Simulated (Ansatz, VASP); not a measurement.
# HfO2: VASP beside Ansatz

File POSCAR:

```
HfO2
1.0
    0.0000000000      2.5575000000      2.3529000000
    2.5575000000      0.0000000000      2.3529000000
    2.5575000000      2.5575000000      0.0000000000
Hf O
1 2
Direct
    0.0000000000      0.0000000000      0.0000000000
    0.2500000000      0.2500000000      0.2500000000
    0.7500000000      0.7500000000      0.7500000000
```

The input INCAR.step1:

```
SYSTEM = HfO2
ALGO = Normal
EDIFF = 1E-4
ENCUT = 520
GGA = PE
ISMEAR = 0
LASPH = .TRUE.
LCHARG = .FALSE.
LREAL = .FALSE.
LWAVE = .TRUE.
NBANDS = 18
NELM = 60
PREC = Accurate
SIGMA = 0.05
```

INCAR.step2

```
SYSTEM = HfO2
ALGO = Normal
EDIFF = 1E-7
ENCUT = 520
ISIF = 2
ISMEAR = 0
ISTART = 1
LASPH = .TRUE.
LCHARG = .TRUE.
LELF = .TRUE.
LMIXTAU = .TRUE.
LREAL = .FALSE.
LVHAR = .TRUE.
LWAVE = .FALSE.
METAGGA = R2SCAN
NBANDS = 18
NELM = 60
PREC = Accurate
SIGMA = 0.05
```

The input KPOINTS:

```
k-points
0
G
  8 8 8
  0 0 0
```

Input for Ansatz:

```yaml
crystal:
  lattice:
    - [0.0, 2.5575, 2.3529]
    - [2.5575, 0.0, 2.3529]
    - [2.5575, 2.5575, 0.0]
  atoms:
    - { symbol: Hf, position: [0.0, 0.0, 0.0] }
    - { symbol: O, position: [0.25, 0.25, 0.25] }
    - { symbol: O, position: [0.75, 0.75, 0.75] }
basis:
  ecutwfc: 500
kpoints:
  mp_grid: { grid: [8, 8, 8] }
hamiltonian:
  xc: r2scan
scf:
  occupations: { method: gaussian, width: 0.05 }
output:
  forces: true
  stress: true
  eigenvalues: true
```

Change from the starting cell: strain +0.000 along x and y, -0.080 along z, atoms carried along.

Alike in both runs: task single point; functional r2SCAN; k mesh 8 × 8 × 8; occupations gaussian, width 0.05 eV; no spin polarisation.

|  | VASP | Ansatz |
| --- | --- | --- |
| version | VASP 6.6.1 | Ansatz 0.2.0 |
| potentials or method | VASP PAW PBE potentials, release 64 (Hf_pv, O), cutoff 520 eV | scalar-relativistic, plane waves, PAW |
| valence electrons in the cell | 22 | 38 |

```tsv
	VASP	Ansatz	Ansatz less VASP
gap on the k mesh at the Fermi level (eV)	3.30	3.30	+0.001
least direct gap on the mesh (eV)	3.61	3.61	-0.008
pressure (GPa)	11.0	15.4	+4.41
traceless stress, the component that is largest in VASP (GPa)	29.78	29.27	-0.511
```

VASP's potentials were made for PBE, not for r2SCAN. One of these differences is far larger than is usual between the two programs; its cause wasn't traced. VASP's potentials hold 22 valence electrons a cell and Ansatz's 38, so a difference there can come from the potentials and not from the codes.

Neither program's run includes spin-orbit coupling.
